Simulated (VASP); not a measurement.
# H (P-1) in VASP: further runs

Runs on H. Level: PBE. Tasks: single point, relaxation of cell and atoms.

All numbers are computed with VASP 6.6.1; they aren't measurements. Logs are shortened: lines on timing, memory, paths and dates and some standing lists are left out, and cuts for length are marked.

## (1) The cell of the first run

The typed cell holds 8 atoms: a = 4.729 Å, b = 4.915 Å, c = 6.052 Å, α = 113.73°, β = 112.39°, γ = 90.92°.

## (2) Single point, PBE

INCAR reads:

```
SYSTEM = H
PREC = Accurate
ENCUT = 500
EDIFF = 1E-6
ISMEAR = 0
SIGMA = 0.1
LREAL = .FALSE.
LASPH = .TRUE.
NELM = 120
ALGO = Normal
ISIF = 2
LWAVE = .FALSE.
LCHARG = .FALSE.
GGA = PE
NBANDS = 14
GGA_COMPAT = .FALSE.
```

KPOINTS reads:

```
Automatic mesh
0
G
  4 4 4
  0 0 0
```

POSCAR reads:

```
H
1.0
    4.7294150686      0.0000000000      0.0000000000
   -0.0791751972      4.9144782062      0.0000000000
   -2.3053169529     -2.4731177066      5.0193075879
H
8
Direct
    0.8278782277      0.7905280197      0.5490147148
    0.9733399678      0.5128736415      0.0529958915
    0.0266600322      0.4871263585      0.9470041085
    0.1721217723      0.2094719803      0.4509852852
    0.6685468397      0.7061228310      0.4408959085
    0.5249687491      0.9967838262      0.9465259530
    0.4750312509      0.0032161738      0.0534740470
    0.3314531603      0.2938771690      0.5591040915
```

Potentials or basis: VASP PAW PBE potentials, release 64 (H).

The run is started by

```sh
> cat potpaw_PBE.64/H/POTCAR > POTCAR
> mpirun -np 1 vasp_std > vasp.out
```

OUTCAR:

```text
SYSTEM = H
   PREC = Accurate
   ENCUT = 500
   EDIFF = 1E-6
   ISMEAR = 0
   LREAL = .FALSE.
   LASPH = .TRUE.
   NELM = 120
   ISIF = 2
   GGA = PE

 ion  position               nearest neighbor table
   1  0.828  0.791  0.549-   5 0.75
   2  0.973  0.513  0.053-   3 0.74
   3  0.027  0.487  0.947-   2 0.74
   4  0.172  0.209  0.451-   8 0.75
   5  0.669  0.706  0.441-   1 0.75
   6  0.525  0.997  0.947-   7 0.76
   7  0.475  0.003  0.053-   6 0.76
   8  0.331  0.294  0.559-   4 0.75

  LATTYP: Found a triclinic cell.
 ALAT       =     9.0111013593
 B/A-ratio  =     0.5248431773
 C/A-ratio  =     1.1140417954
 COS(alpha) =     0.0039453110
 COS(beta)  =     0.5592469238
 COS(gamma) =     0.7850691836

  Lattice vectors:

 A1 = (  -7.0743379871,  -2.4413604996,  -5.0193075879)
 A2 = (  -4.7294150686,   0.0000000000,   0.0000000000)
 A3 = (  -0.0396059656,   0.0317572070, -10.0386151758)

Analysis of symmetry for initial positions (statically):
=====================================================================
 Subroutine PRICEL returns:
 Original cell was already a primitive cell.

 Routine SETGRP: Setting up the symmetry group for a
 triclinic supercell.

 Subroutine GETGRP returns: Found  2 space group operations
 (whereof  2 operations were pure point group operations)
 out of a pool of  2 trial point group operations.

The static configuration has the point symmetry S_2 .

Analysis of symmetry for dynamics (positions and initial velocities):
=====================================================================
 Subroutine PRICEL returns:
 Original cell was already a primitive cell.

 Routine SETGRP: Setting up the symmetry group for a
 triclinic supercell.

 Subroutine GETGRP returns: Found  2 space group operations
 (whereof  2 operations were pure point group operations)
 out of a pool of  2 trial point group operations.

The dynamic configuration has the point symmetry S_2 .

 Subroutine INISYM returns: Found  2 space group operations
 (whereof  2 operations are pure point group operations),
 and found     1 'primitive' translations

----------------------------------------------------------------------------------------

                                     Primitive cell

  volume of cell :     116.6618

  direct lattice vectors                    reciprocal lattice vectors
     4.729415069  0.000000000  0.000000000     0.211442638  0.003406468  0.098791892
    -0.079175197  4.914478206  0.000000000     0.000000000  0.203480402  0.100259045
    -2.305316953 -2.473117707  5.019307588     0.000000000  0.000000000  0.199230667

  length of vectors
     4.729415069  4.915115945  6.051796932     0.233408293  0.226839481  0.199230667

  position of ions in fractional coordinates (direct lattice)
     0.827878228  0.790528020  0.549014715
     0.973339968  0.512873642  0.052995891
     0.026660032  0.487126358  0.947004109
     0.172121772  0.209471980  0.450985285
     0.668546840  0.706122831  0.440895909
     0.524968749  0.996783826  0.946525953
     0.475031251  0.003216174  0.053474047
     0.331453160  0.293877169  0.559104091

  ion indices of the primitive-cell ions
   primitive index   ion index
                 1           1
                 2           2
                 3           3
                 4           4
                 5           5
                 6           6
                 7           7
                 8           8

----------------------------------------------------------------------------------------

 KPOINTS: Automatic mesh

Automatic generation of k-mesh.
 Grid dimensions read from file:
 generate k-points for:    4    4    4

 Generating k-lattice:

  Cartesian coordinates                     Fractional coordinates (reciprocal lattice)
     0.052860660  0.000851617  0.024697973     0.250000000 -0.000000000  0.000000000
     0.000000000  0.050870100  0.025064761     0.000000000  0.250000000  0.000000000
     0.000000000  0.000000000  0.049807667     0.000000000  0.000000000  0.250000000

  Length of vectors
     0.058352073  0.056709870  0.049807667

  Shift w.r.t. Gamma in fractional coordinates (k-lattice)
     0.000000000  0.000000000  0.000000000

 Subroutine IBZKPT returns following result:
 ===========================================

 Found     36 irreducible k-points:

 Following reciprocal coordinates:
            Coordinates               Weight
  0.000000  0.000000  0.000000      1.000000
  0.250000 -0.000000  0.000000      2.000000
  0.500000 -0.000000  0.000000      1.000000
  0.000000  0.250000  0.000000      2.000000
  0.250000  0.250000  0.000000      2.000000
  0.500000  0.250000  0.000000      2.000000
[... 16 lines left out ...]
  0.000000 -0.250000  0.250000      2.000000
  0.250000 -0.250000  0.250000      2.000000
 [... further k-points ...]
   k-points           NKPTS =     36   k-points in BZ     NKDIM =     36   number of bands    NBANDS=     14
   number of dos      NEDOS =    301   number of ions     NIONS =      8
   total plane-waves  NPLWV =  62208
   dimension x,y,z NGX =    36 NGY =   36 NGZ =   48
   dimension x,y,z NGXF=    72 NGYF=   72 NGZF=   96
   ions per type =               8
   NGX,Y,Z   is equivalent  to a cutoff of  12.65, 12.18, 13.19 a.u.
   NGXF,Y,Z  is equivalent  to a cutoff of  25.31, 24.35, 26.37 a.u.
 SYSTEM =  H
   PREC   = accura    normal or accurate (medium, high low for compatibility)
   ISTART =      0    job   : 0-new  1-cont  2-samecut
   ICHARG =      2    charge: 1-file 2-atom 10-const
   ISPIN  =      1    spin polarized calculation?
   LNONCOLLINEAR =      F non collinear calculations
   LSORBIT =      F    spin-orbit coupling
   LASPH  =      T    aspherical Exc in radial PAW
   ENCUT  =  500.0 eV  36.75 Ry    6.06 a.u.   8.62  8.96 11.03*2*pi/ulx,y,z
   NELM   =    120;   NELMIN=  2; NELMDL= -5     # of ELM steps
   EDIFF  = 0.1E-05   stopping-criterion for ELM
   LREAL  =      F    real-space projection
   EDIFFG = 0.1E-04   stopping-criterion for IOM
   NSW    =      0    number of steps for IOM
   IBRION =     -1    ionic relax: 0-MD 1-quasi-New 2-CG
   NFREE  =      0    steps in history (QN), initial steepest desc. (CG)
   ISIF   =      2    stress and relaxation
   ISYM   =      2    0-nonsym 1-usesym 2-fastsym
   POTIM  = 0.5000    time-step for ionic-motion
   TEBEG  =    0.0;   TEEND  =   0.0 temperature during run
   PSTRESS=    0.0 pullay stress
   NELECT =       8.0000    total number of electrons
   NUPDOWN=      -1.0000    fix difference up-down
   EMIN   =  10.00;   EMAX   =-10.00  energy-range for DOS
   EFERMI =   0.00;   METHOD = LEGACY
   ISMEAR =     0;   SIGMA  =   0.10  broadening in eV -4-tet -1-fermi 0-gaus
   EFERMI_NEDOS =   21; number of points for ismear=-14 and -15
   IALGO  =     38    algorithm
   IMIX   =      4    mixing-type and parameters
     AMIX     =   0.40;   BMIX     =  1.00
     AMIX_MAG =   1.60;   BMIX_MAG =  1.00
  volume/ion in A,a.u.               =      14.58        98.41
  Fermi-wavevector in a.u.,A,eV,Ry     =   0.670083  1.266273  6.109169  0.449011
  Thomas-Fermi vector in A             =   1.745493
   LORBIT       =      0    0 simple, 1 ext, 2 COOP (PROOUT), +10 PAW based schemes
   GGA     = PE    functional components
   LHFCALC =     F    Hartree Fock is set to
   AEXX    =    0.0000 exact exchange contribution
   IVDW    =     0    specifies the selected vdW correction
   LEPSILON=     F    determine dielectric tensor
   LRPA    =     F    only Hartree local field effects (RPA)
 non-spin polarized calculation
 Gauss-broadening in eV      SIGMA  =   0.10
  energy-cutoff  :      500.00
  volume of cell :      116.66
 maximum number of plane-waves:      2979
 NGX is ok and might be reduce to    36
   NGX = 17   NGY = 17   NGZ = 23

 number of electron       7.9999999 magnetization

 Free energy of the ion-electron system (eV)
  ---------------------------------------------------
  ext. energy  EPLUGINS =         0.00000000
  ---------------------------------------------------
  free energy    TOTEN  =       -27.15648296 eV

  energy without entropy =      -27.15648296  energy(sigma->0) =      -27.15648296

 E-fermi :  -8.3806     XC(G=0):  -4.8279

 val. band max:       -8.8244555586   @ k =   0.0000   0.0000   0.5000
 cond. band min:       0.4585121981   @ k =   0.5000   0.5000   0.0000
 fundamental gap:      9.2829677567
 Fermi energy:        -8.3805581449

 k-point     1 :       0.0000    0.0000    0.0000
  band No.  band energies     occupation
      1     -10.2918      2.00000
      2      -8.9606      2.00000
      3      -8.8768      2.00000
      4      -8.8679      2.00000
      5       1.0871      0.00000
      6       2.5418      0.00000
      7       2.5715      0.00000
      8       3.8096      0.00000
      9       3.9814      0.00000
     10       4.0025      0.00000
     11       4.6424      0.00000
     12       4.6555      0.00000
     13       5.6144      0.00000
     14       6.4996      0.00000

 k-point     2 :       0.2500   -0.0000    0.0000
  band No.  band energies     occupation
      1     -10.0611      2.00000
      2      -9.0267      2.00000
      3      -8.9923      2.00000
      4      -8.9416      2.00000
      5       1.3556      0.00000
      6       1.6134      0.00000
      7       2.1160      0.00000
      8       3.0506      0.00000
      9       3.6383      0.00000
     10       4.6527      0.00000
     11       5.0095      0.00000
     12       6.1021      0.00000
     13       6.1962      0.00000
     14       7.0027      0.00000
[... 343 lines left out ...]
      1     -10.0804      2.00000
      2      -9.0707      2.00000
      3      -8.9727      2.00000
      4      -8.9224      2.00000
      5       1.4263      0.00000
      6       1.9694      0.00000
      7       2.3561      0.00000
      8       3.1787      0.00000
      9       3.2915      0.00000
     10       4.4709      0.00000
     11       4.7367      0.00000
     12       5.6680      0.00000
     13       6.3220      0.00000
     14       7.1094      0.00000

 k-point    24 :       0.2500   -0.2500    0.2500
  band No.  band energies     occupation
      1      -9.8269      2.00000
      2      -9.1316      2.00000
      3      -9.0681      2.00000
      4      -9.0145      2.00000
      5       1.2865      0.00000
      6       1.4086      0.00000
      7       1.5989      0.00000
      8       2.2120      0.00000
      9       4.6541      0.00000
     10       4.7456      0.00000
     11       5.4306      0.00000
     12       6.9617      0.00000
     13       7.0421      0.00000
     14       8.0679      0.00000

 [... further k-points ...]
[... 5 lines left out ...]
  --------------------------------------------------------------------------------------
  -------------------------------------------------------------------------------------
  Total       -0.1057188     -0.1048456     -0.1397610     -0.0241037      0.0149041     -0.0284757
  in kB       -1.4518920     -1.4398996     -1.9194112     -0.3310289      0.2046856     -0.3910720
  external PRESSURE =      -1.6037343 kB  Pullay stress =       0.0000000 kB

 VOLUME and BASIS-vectors are now :
 -----------------------------------------------------------------------------
  energy-cutoff  :      500.00
  volume of cell :      116.66
      direct lattice vectors                 reciprocal lattice vectors
     4.729415069  0.000000000  0.000000000     0.211442638  0.003406468  0.098791892
    -0.079175197  4.914478206  0.000000000     0.000000000  0.203480402  0.100259045
    -2.305316953 -2.473117707  5.019307588     0.000000000  0.000000000  0.199230667

 POSITION                                       TOTAL-FORCE (eV/Angst)
 -----------------------------------------------------------------------------------
      2.58714      2.52725      2.75567        -0.008124     -0.003741     -0.010110
      4.44055      2.38944      0.26600        -0.211458     -0.055711      0.226425
     -2.09563      0.05192      4.75330         0.211458      0.055711     -0.226425
     -0.24221     -0.08589      2.26363         0.008124      0.003741      0.010110
      2.08952      2.37984      2.21299         0.007902      0.002860      0.011315
      0.22183      2.55780      4.75090        -0.177237     -0.089541      0.198019
      2.12309     -0.11644      0.26840         0.177237      0.089541     -0.198019
      0.25540      0.06152      2.80632        -0.007902     -0.002860     -0.011315
 -----------------------------------------------------------------------------------
    total drift:                                0.000000      0.000000     -0.000000

  FREE ENERGIE OF THE ION-ELECTRON SYSTEM (eV)
  ---------------------------------------------------
  free  energy   TOTEN  =       -27.1564829562 eV

  energy  without entropy=      -27.1564829562  energy(sigma->0) =      -27.15648296
```

Run time: 61 s. Hardware: 1 thread of Intel Xeon 8259CL, shared host; peak memory 0.23 GiB.

What came out:

- Free energy: -27.1565 eV
- Pressure: -0.2 GPa
- Largest force: 0.315 eV/Å
- Band gap on the k mesh: 9.28 eV

Forces on the atoms (eV/Å):
```
H   -0.008 -0.004 -0.010
H   -0.211 -0.056  0.226
H    0.211  0.056 -0.226
H    0.008  0.004  0.010
H    0.008  0.003  0.011
H   -0.177 -0.090  0.198
H    0.177  0.090 -0.198
H   -0.008 -0.003 -0.011
```

Levels at points of the mesh, in eV from the valence-band top:
```
           k point  band 2  band 3  band 4  band 5  band 6  band 7
(0.00, 0.00, 0.00)   -0.14   -0.05   -0.04    9.91   11.37   11.40
(0.50, 0.00, 0.00)   -0.67   -0.23   -0.16   10.24   10.28   10.85
(0.00, 0.50, 0.00)   -0.71   -0.18   -0.15   10.57   10.75   11.06
(0.50, 0.50, 0.00)   -0.47   -0.36   -0.35    9.28    9.35   10.77
(0.00, 0.00, 0.50)   -0.85   -0.14    0.00   10.46   10.82   10.82
(0.50, 0.00, 0.50)   -0.67   -0.23   -0.17   10.26   10.27   10.84
(0.00, 0.50, 0.50)   -0.70   -0.18   -0.15   10.70   10.76   10.96
(0.50, 0.50, 0.50)   -0.43   -0.39   -0.37    9.55    9.64   10.20
```

A k mesh can miss the band edges. PBE gaps usually lie below the measured ones, often by a third to a half.

(Continued in part 2 of 2.)
